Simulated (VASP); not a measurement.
# WC (P1) in VASP: notebook, part 2 of 2

VASP 6.6.1.

### Step 4. Single point, PBEsol

This run uses another cell than the first one, of 10.85 Å³/atom.

INCAR

```
SYSTEM = WC
PREC = Accurate
ENCUT = 520
EDIFF = 1E-6
ISMEAR = -1
SIGMA = 0.24
LREAL = Auto
LASPH = .TRUE.
NELM = 60
ALGO = Normal
ISIF = 2
LWAVE = .FALSE.
LCHARG = .FALSE.
GGA = PS
NBANDS = 86
```

KPOINTS

```
regular mesh
0
G
  2 2 2
  0 0 0
```

POSCAR

```
WC
1.0
   -2.9606520000     -5.1762670000     -0.1559630000
    4.3353960000     -2.5271760000      0.0254930000
    0.1010600000      0.1175420000      5.8081830000
W C
8 8
Direct
    0.7373791414      0.4861965178      0.0125528509
    0.7401958158      0.4662546978      0.5032997288
    0.4706017864     -0.0270362627      0.0445381459
    0.5182196840     -0.0565648734      0.5214651647
    0.2349544658      0.4825786523      0.0242316445
    0.2321544961      0.4377799020      0.5133528314
   -0.0254630515     -0.0025887902      0.0132218117
    0.0224609908     -0.0192018907      0.5090735945
    0.4979975617      0.5897782804      0.2649424056
    0.4682284963      0.6422529681      0.7900325052
    0.2664813564      0.1653618693      0.2686460915
    0.2281253537      0.1254648275      0.7674655981
    0.0237969178      0.6479822148      0.2760230571
    0.0097148425      0.6765256317      0.7723703761
    0.7535755438      0.1239154543      0.2676862843
    0.7526186386      0.1449595862      0.7528662933
```

Potentials or basis: VASP PAW PBE potentials, release 64 (W_sv, C).

Run with:

```console
cat potpaw_PBE.64/W_sv/POTCAR potpaw_PBE.64/C/POTCAR > POTCAR
mpirun -np 1 vasp_std > vasp.out
```

OUTCAR:

```text
SYSTEM = WC
   PREC = Accurate
   ENCUT = 520
   EDIFF = 1E-6
   ISMEAR = -1
   LREAL = Auto
   LASPH = .TRUE.
   NELM = 60
   ISIF = 2
   GGA = PS

 ion  position               nearest neighbor table
   1  0.737  0.486  0.013-  10 2.15   9 2.16  16 2.30  15 2.33  13 2.39  14 2.39   7 2.82   2 2.85
                             3 2.92   7 2.94   2 2.96   5 2.97   5 3.00   3 3.05
   2  0.740  0.466  0.503-   9 2.04  16 2.16  15 2.21  13 2.38  14 2.44  10 2.54   4 2.73   1 2.85
                             6 2.93   8 2.95   4 2.95   1 2.96   6 3.04   8 3.09
   3  0.471  0.973  0.045-  11 2.07  15 2.22  12 2.23  10 2.23   9 2.30  16 2.60   4 2.77   5 2.84
                             5 2.91   1 2.92   7 2.96   7 3.02   1 3.05   4 3.07
   4  0.518  0.943  0.521-  16 2.15  10 2.19  15 2.28  11 2.32   9 2.33  12 2.48   2 2.73   3 2.77
                             2 2.95   8 2.96   6 3.00   8 3.02   6 3.07   3 3.07
   5  0.235  0.483  0.024-   9 2.12  11 2.12  13 2.15  10 2.15  14 2.15  12 2.34   3 2.84   6 2.85
                             7 2.90   3 2.91   1 2.97   6 2.98   1 3.00   7 3.00
   6  0.232  0.438  0.513-  11 2.00  13 2.08  12 2.14   9 2.33  10 2.33  14 2.38   8 2.62   5 2.85
                             2 2.93   5 2.98   8 2.99   4 3.00   2 3.04   4 3.07
   7  0.975  0.997  0.013-  16 2.08  15 2.13  14 2.16  12 2.23  13 2.32  11 2.39   1 2.82   8 2.88
                             5 2.90   1 2.94   3 2.96   8 2.96   5 3.00   3 3.02
   8  0.022  0.981  0.509-  12 2.03  14 2.16  13 2.16  15 2.19  11 2.27  16 2.35   6 2.62   7 2.88
                             2 2.95   4 2.96   7 2.96   6 2.99   4 3.02   2 3.09
   9  0.498  0.590  0.265-   2 2.04   5 2.12   1 2.16   3 2.30   6 2.33   4 2.33
  10  0.468  0.642  0.790-   1 2.15   5 2.15   4 2.19   3 2.23   6 2.33   2 2.54
  11  0.266  0.165  0.269-   6 2.00   3 2.07   5 2.12   8 2.27   4 2.32   7 2.39
  12  0.228  0.125  0.767-   8 2.03   6 2.14   7 2.23   3 2.23   5 2.34   4 2.48
  13  0.024  0.648  0.276-   6 2.08   5 2.15   8 2.16   7 2.32   2 2.38   1 2.39
  14  0.010  0.677  0.772-   5 2.15   8 2.16   7 2.16   6 2.38   1 2.39   2 2.44
  15  0.754  0.124  0.268-   7 2.13   8 2.19   2 2.21   3 2.22   4 2.28   1 2.33
  16  0.753  0.145  0.753-   7 2.08   4 2.15   2 2.16   1 2.30   8 2.35   3 2.60

  LATTYP: Found a triclinic cell.
 ALAT       =     7.7642079972
 B/A-ratio  =     0.6463324208
 C/A-ratio  =     1.1002050093
 COS(alpha) =     0.0011055309
 COS(beta)  =     0.5645716242
 COS(gamma) =     0.6401274542

  Lattice vectors:

 A1 = (  -7.2960480000,  -2.6490910000,  -0.1814560000)
 A2 = (  -4.3353960000,   2.5271760000,  -0.0254930000)
 A3 = (  -3.0617120000,  -5.2938090000,  -5.9641460000)

Analysis of symmetry for initial positions (statically):
=====================================================================
 Subroutine PRICEL returns:
 Original cell was already a primitive cell.

 Routine SETGRP: Setting up the symmetry group for a
 triclinic supercell.

 Subroutine GETGRP returns: Found  1 space group operations
 (whereof  1 operations were pure point group operations)
 out of a pool of  2 trial point group operations.

The static configuration has the point symmetry C_1 .

Analysis of symmetry for dynamics (positions and initial velocities):
=====================================================================
 Subroutine PRICEL returns:
 Original cell was already a primitive cell.

 Routine SETGRP: Setting up the symmetry group for a
 triclinic supercell.

 Subroutine GETGRP returns: Found  1 space group operations
 (whereof  1 operations were pure point group operations)
 out of a pool of  2 trial point group operations.
[... 95 lines left out ...]
   number of dos      NEDOS =    301   number of ions     NIONS =     16
   total plane-waves  NPLWV =  92160
   dimension x,y,z NGX =    48 NGY =   40 NGZ =   48
   dimension x,y,z NGXF=    96 NGYF=   80 NGZF=   96
   ions per type =               8   8
   NGX,Y,Z   is equivalent  to a cutoff of  13.38, 13.25, 13.73 a.u.
   NGXF,Y,Z  is equivalent  to a cutoff of  26.75, 26.50, 27.47 a.u.
 SYSTEM =  WC
   PREC   = accura    normal or accurate (medium, high low for compatibility)
   ISTART =      0    job   : 0-new  1-cont  2-samecut
   ICHARG =      2    charge: 1-file 2-atom 10-const
   ISPIN  =      1    spin polarized calculation?
   LNONCOLLINEAR =      F non collinear calculations
   LSORBIT =      F    spin-orbit coupling
   LASPH  =      T    aspherical Exc in radial PAW
   ENCUT  =  520.0 eV  38.22 Ry    6.18 a.u.  11.09  9.33 10.80*2*pi/ulx,y,z
   NELM   =     60;   NELMIN=  2; NELMDL= -5     # of ELM steps
   EDIFF  = 0.1E-05   stopping-criterion for ELM
   LREAL  =      T    real-space projection
   EDIFFG = 0.1E-04   stopping-criterion for IOM
   NSW    =      0    number of steps for IOM
   IBRION =     -1    ionic relax: 0-MD 1-quasi-New 2-CG
   NFREE  =      0    steps in history (QN), initial steepest desc. (CG)
   ISIF   =      2    stress and relaxation
   ISYM   =      2    0-nonsym 1-usesym 2-fastsym
   POTIM  = 0.5000    time-step for ionic-motion
   TEBEG  =    0.0;   TEEND  =   0.0 temperature during run
   PSTRESS=    0.0 pullay stress
   NELECT =     144.0000    total number of electrons
   NUPDOWN=      -1.0000    fix difference up-down
   EMIN   =  10.00;   EMAX   =-10.00  energy-range for DOS
   EFERMI =   0.00;   METHOD = LEGACY
   ISMEAR =    -1;   SIGMA  =   0.24  broadening in eV -4-tet -1-fermi 0-gaus
   EFERMI_NEDOS =   21; number of points for ismear=-14 and -15
   IALGO  =     38    algorithm
   IMIX   =      4    mixing-type and parameters
     AMIX     =   0.40;   BMIX     =  1.00
     AMIX_MAG =   1.60;   BMIX_MAG =  1.00
  volume/ion in A,a.u.               =      10.85        73.25
  Fermi-wavevector in a.u.,A,eV,Ry     =   1.537974  2.906350 32.182744  2.365365
  Thomas-Fermi vector in A             =   2.644408
   LORBIT       =      0    0 simple, 1 ext, 2 COOP (PROOUT), +10 PAW based schemes
   GGA     = PS    functional components
   LHFCALC =     F    Hartree Fock is set to
   AEXX    =    0.0000 exact exchange contribution
   IVDW    =     0    specifies the selected vdW correction
   LEPSILON=     F    determine dielectric tensor
   LRPA    =     F    only Hartree local field effects (RPA)
 non-spin polarized calculation
  energy-cutoff  :      520.00
  volume of cell :      173.68
 maximum number of plane-waves:      4704
 NGX is ok and might be reduce to    48
   NGX = 23   NGY = 19   NGZ = 21

 number of electron     144.0000003 magnetization

 Free energy of the ion-electron system (eV)
  ---------------------------------------------------
  ext. energy  EPLUGINS =         0.00000000
  ---------------------------------------------------
  free energy    TOTEN  =      -185.90933784 eV

  energy without entropy =     -184.98570451  energy(sigma->0) =     -185.44752117

 E-fermi :  10.7178     XC(G=0): -13.6577

 val. band max:       10.7160554497   @ k =  -0.0000   0.0000   0.5000
 cond. band min:      10.7432146842   @ k =   0.0000   0.0000   0.0000
 fundamental gap:      0.0271592345
 Fermi energy:        10.7177709873

 k-point     1 :       0.0000    0.0000    0.0000
  band No.  band energies     occupation
      1     -63.6904      2.00000
      2     -63.6330      2.00000
      3     -63.6150      2.00000
      4     -63.5997      2.00000
      5     -63.5729      2.00000
      6     -63.5465      2.00000
[... 685 lines left out ...]
     83      14.0647      0.00000
     84      14.1639      0.00000
 [bands above 84 left out]

------------------------ aborting loop because EDIFF is reached ----------------------------------------

  FORCE on cell =-STRESS in cart. coord.  units (eV):
  Direction    XX          YY          ZZ          XY          YZ          ZX
  --------------------------------------------------------------------------------------
  -------------------------------------------------------------------------------------
  Total        0.5622474    -11.4642810    -15.3749779     -4.3274932    -10.0982739     -6.7985767
  in kB        5.1867860   -105.7590802   -141.8356308    -39.9215353    -93.1575348    -62.7175154
  external PRESSURE =     -80.8026417 kB  Pullay stress =       0.0000000 kB

 VOLUME and BASIS-vectors are now :
 -----------------------------------------------------------------------------
  energy-cutoff  :      520.00
  volume of cell :      173.68
      direct lattice vectors                 reciprocal lattice vectors
    -2.960652000 -5.176267000 -0.155963000    -0.084532690 -0.144972253  0.004404683
     4.335396000 -2.527176000  0.025493000     0.173002479 -0.098921266 -0.001008272
     0.101060000  0.117542000  5.808183000    -0.003029230 -0.003458656  0.172293585

 POSITION                                       TOTAL-FORCE (eV/Angst)
 -----------------------------------------------------------------------------------
     -0.07400     -5.04410     -0.02970        -0.970397      0.097800      0.012955
     -0.11920     -4.95060      2.81970        -1.600202     -1.589561      2.186919
      2.82940     -4.88958      0.21009        -1.580696     -1.746693     -3.312936
      2.60860     -5.00538      2.97199         2.928377      0.568404      0.477612
      1.39900     -2.43290      0.11640        -0.658449     -0.040262     -1.675398
      1.26250     -2.24770      2.95660         3.192009     -4.859311      2.376934
[... 8 lines left out ...]
     -1.66680     -4.18240      1.44040         1.237041      0.135943      0.043111
     -1.52370     -4.17360      4.25910         0.876810      0.532943      0.221785
 -----------------------------------------------------------------------------------
    total drift:                                0.005807     -0.015376      0.018029

  FREE ENERGIE OF THE ION-ELECTRON SYSTEM (eV)
  ---------------------------------------------------
  free  energy   TOTEN  =      -185.9093378369 eV

  energy  without entropy=     -184.9857045083  energy(sigma->0) =     -185.44752117
```

Run time: 6.6 min. Hardware: 1 thread of Intel Xeon 8259CL, shared host; peak memory 0.33 GiB.

Results:

```yaml
Free_energy: -185.9093 eV
Pressure: -8.1 GPa
Largest_force: 6.281 eV/Å
Band_gap_on_the_k_mesh: 0.01 eV (least direct gap 0.11 eV)
```

Forces on the atoms (eV/Å):
```
W   -0.970  0.098  0.013
W   -1.600 -1.590  2.187
W   -1.581 -1.747 -3.313
W    2.928  0.568  0.478
W   -0.658 -0.040 -1.675
W    3.192 -4.859  2.377
W   -3.038 -1.033  0.221
W   -0.126  4.393  0.255
C    2.802 -0.912  0.058
C   -0.846 -0.727 -1.158
C   -2.462  2.822 -0.143
C    0.201 -2.211  1.772
C    1.022  2.075 -0.970
C   -0.978  2.494 -0.365
C    1.237  0.136  0.043
C    0.877  0.533  0.222
```

Levels at points of the mesh, in eV from the valence-band top:
```tsv
k point	band 68	band 69	band 70	band 71	band 72	band 73	band 74	band 75	band 76	band 77
(0.00, 0.00, 0.00)	-1.12	-0.84	-0.75	-0.38	0.00	0.13	0.31	0.63	1.29	1.58
(0.50, 0.00, 0.00)	-1.71	-1.01	-0.80	-0.22	-0.07	0.05	0.26	0.61	0.92	1.49
(0.00, 0.50, 0.00)	-1.40	-0.97	-0.63	-0.31	-0.08	0.57	0.81	1.37	1.60	1.71
(0.50, 0.50, 0.00)	-1.96	-1.66	-1.31	-1.22	-1.00	0.87	1.03	1.41	1.48	1.85
(0.00, 0.00, 0.50)	-1.31	-1.03	-0.86	-0.41	-0.03	0.23	0.43	0.71	1.16	1.98
(0.50, 0.00, 0.50)	-1.51	-1.10	-1.04	-0.92	-0.73	0.01	0.33	0.58	0.59	2.01
(0.00, 0.50, 0.50)	-1.50	-1.43	-1.15	-1.10	-0.95	0.11	0.58	0.62	0.80	2.14
(0.50, 0.50, 0.50)	-1.84	-1.84	-1.53	-1.32	-1.22	0.72	1.11	1.25	1.37	1.50
```

Caveat: the k points lie up to 0.63 Å⁻¹ apart; the smearing spreads over this small gap; the atoms stand as in a frame of molecular dynamics; the PAW data sets were made with another functional, which shifts forces and pressure a little; spin-orbit coupling is left out, which moves the levels of the heavy elements. A k mesh can miss the band edges.

### Step 5. Summary

| cell | gap on the mesh (eV) | pressure (GPa) | largest force (eV/Å) |
| --- | --- | --- | --- |
| a = 5.775, b = 5.158, c = 5.598 Å, angles 91.1, 88.7, 89.1°, 16 atoms, atomic positions A | none | 10.0 | 5.96 |
| a = 5.827, b = 4.982, c = 5.773 Å, angles 89.9, 89.7, 89.5°, 16 atoms, atomic positions B | none | 8.5 | 8.61 |
| a = 5.965, b = 5.018, c = 5.810 Å, angles 89.4, 93.0, 89.5°, 16 atoms, atomic positions C | 0.01 | -8.1 | 6.28 |

Alike in all rows: task single point; level PBEsol; potentials or basis VASP PAW PBE potentials, release 64 (W_sv, C); no spin polarisation; k mesh 2 × 2 × 2; cutoff (eV) 520; smearing fermi-dirac 0.24 eV.

Caveats: all runs use coarse meshes; the atoms stand as in a frame of molecular dynamics; the PAW data sets were made with another functional, which shifts forces and pressure a little; spin-orbit coupling is left out, which moves the levels of the heavy elements; the smearing spreads over this small gap (at least some runs).

Absolute energies hang on the potentials; compare differences alone.

The gap in the log of VASP goes by the Fermi energy; the results here count the filled bands.